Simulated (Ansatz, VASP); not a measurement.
## CdSe: VASP beside Ansatz

```xyz
2
Lattice="0.0000 3.0906 3.0906 3.0906 0.0000 3.0906 3.0906 3.0906 0.0000" Properties=species:S:1:pos:R:3 pbc="T T T"
Cd    0.0000    0.0000    0.0000
Se    1.5453    1.5453    1.5453
```

Change from the starting cell: volume scaled by 1.02, crystal datasets.

Alike in both runs: task electric field gradients; functional LDA; k mesh 8 × 8 × 8; occupations fermi-dirac, width 0.03 eV; no spin polarisation.

|  | VASP | Ansatz |
| --- | --- | --- |
| version | VASP 6.6.1 | Ansatz 0.2.0 |
| potentials or method | VASP PAW LDA potentials, release 64 (Cd, Se), cutoff 520 eV | all-electron PAW with datasets made for the crystal, scalar-relativistic |

VASP gave:

| Quantity | Value |
| --- | --- |
| pressure (GPa) | -3.7 |

Task: What did Ansatz give for the same quantities?

Result: Pressure (GPa): -4.0.

LDA's correlation is that of Perdew and Zunger in VASP and of Perdew and Wang (1992) in Ansatz. Ansatz ran all-electron here, and VASP with PAW potentials.
